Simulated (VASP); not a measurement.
Wanted: the native input for a VASP 6.6.1 run.

```yaml
Task: relaxation of cell and atoms
Functional: PBE
Potentials_or_basis: VASP PAW PBE potentials, release 64 (Mg, B)
Cutoff: 600 eV
k_mesh: 12 × 12 × 12
Occupations: gaussian, width 0.1 eV
Spin: no spin polarisation
Dipole_correction: no
Further_INCAR_settings: ALGO = Normal; EDIFF = 1e-06; IBRION = 2; EDIFFG = -0.01; NSW = 100; ISIF = 3
```

The structure of MgB2 lies in POSCAR:

```
MgB2
1.0
    0.0000000000      2.9910403816      2.9910403816
    2.9910403816      0.0000000000      2.9910403816
    2.9910403816      2.9910403816      0.0000000000
Mg B
2 4
Direct
    0.5000000000      0.5000000000      0.5000000000
    0.7500000000      0.7500000000      0.7500000000
    0.1250000000      0.6250000000      0.1250000000
    0.1250000000      0.1250000000      0.6250000000
    0.6250000000      0.1250000000      0.1250000000
    0.1250000000      0.1250000000      0.1250000000
```

One way to write it, as run:

INCAR

```
ALGO     = Normal         # electronic algorithm
EDIFF    = 1E-6           # SCF threshold, eV
EDIFFG   = -0.01          # ionic threshold
ENCUT    = 600            # plane-wave cutoff, eV
GGA      = PE             # functional
IBRION   = 2              # ionic algorithm
ISIF     = 3              # what is computed and relaxed
ISMEAR   = 0              # smearing method
LASPH    = True           # aspherical terms in the spheres
LCHARG   = False          # write CHGCAR
LREAL    = False          # projectors in reciprocal space
LWAVE    = False          # write WAVECAR
NELM     = 100            # most SCF steps
NSW      = 100            # ionic steps
PREC     = Accurate       # precision mode
SIGMA    = 0.1            # smearing width, eV
```

KPOINTS

```
k-points
0
Gamma
  12 12 12
```

Potentials or basis: VASP PAW PBE potentials, release 64 (Mg, B).

Launch:

```bash
$ cat potpaw_PBE.64/Mg/POTCAR potpaw_PBE.64/B/POTCAR > POTCAR
$ mpirun -np 1 vasp_std > vasp.out
```

It gave:

| Property | Result |
| --- | --- |
| Relaxed volume | 8.93 Å³/atom |
| Relaxed cell | a = 4.232 Å, b = 4.232 Å, c = 4.232 Å, α = 60.00°, β = 60.00°, γ = 60.00° |
| Space group after relaxing (to 0.05 Å) | Fd-3m (No. 227) |
| Energy gained by relaxing | 0.0 meV/atom |
| Ionic steps | 2 |
| Pressure after relaxing | 0.0 GPa |
| Band gap on the k mesh | zero (band 8 reaches 8.90 eV, above the bottom of band 9 at 5.14 eV) |

It took 28 s on 1 thread of Intel(R) Xeon(R) 6975P-C (Granite Rapids), with other jobs on the host, peak memory 0.24 GiB.
